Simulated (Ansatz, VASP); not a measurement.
Two plane-wave programs on Ca

File INCAR:

```
ALGO = Fast
EDIFF = 1E-6
ENCUT = 520
GGA = PS
ISIF = 2
ISMEAR = 0
LASPH = True
LCHARG = False
LREAL = False
LWAVE = False
NBANDS = 11
NELM = 80
PREC = Accurate
SIGMA = 0.15
```

The input KPOINTS:

```
k-points
0
Gamma
  14 14 14
```

Contents of POSCAR:

```
Ca
1.0
    0.0000000000      2.7942000000      2.7942000000
    2.9339100000      0.0000000000      2.7942000000
    2.9339100000      2.7942000000      0.0000000000
Ca
1
Direct
    0.0000000000      0.0000000000      0.0000000000
```

Input for Ansatz:

```yaml
crystal:
  lattice:
    - [0.0, 2.7942, 2.7942]
    - [2.93391, 0.0, 2.7942]
    - [2.93391, 2.7942, 0.0]
  atoms:
    - { symbol: Ca, position: [0.0, 0.0, 0.0] }
basis:
  ecutwfc: 420
kpoints:
  mp_grid: { grid: [14, 14, 14] }
hamiltonian:
  xc: pbesol
scf:
  occupations: { method: gaussian, width: 0.15 }
output:
  forces: true
  stress: true
  eigenvalues: true
  write_density: true
  write_potential: true
  elf: true
  volumetric_format: npy
```

Change from the starting cell: strain +0.0500 x Voigt [1, 0, 0, 0, 0, 0], atoms carried along.

Alike in both runs: task single point; functional PBEsol; k mesh 14 × 14 × 14; occupations gaussian, width 0.15 eV; no spin polarisation.

```csv
,VASP,Ansatz
version,VASP 6.6.1,Ansatz 0.2.0
potentials or method,"VASP PAW PBE potentials, release 64 (Ca_sv), cutoff 520 eV","scalar-relativistic, plane waves, PAW"
valence electrons in the cell,10,10
```

|  | VASP | Ansatz | Ansatz less VASP |
| --- | --- | --- | --- |
| gap on the k mesh at the Fermi level (eV) | none | none | - |
| pressure (GPa) | -1.8 | -1.8 | -0.01 |
| traceless stress, the component that is largest in VASP (GPa) | -0.30 | -0.30 | 0.000 |

VASP's potentials were made for PBE, not for PBEsol. A gap of «none» marks a metal or a gap that the smearing closes. The functional is the same, so the differences come from potentials, cutoffs and numerics.
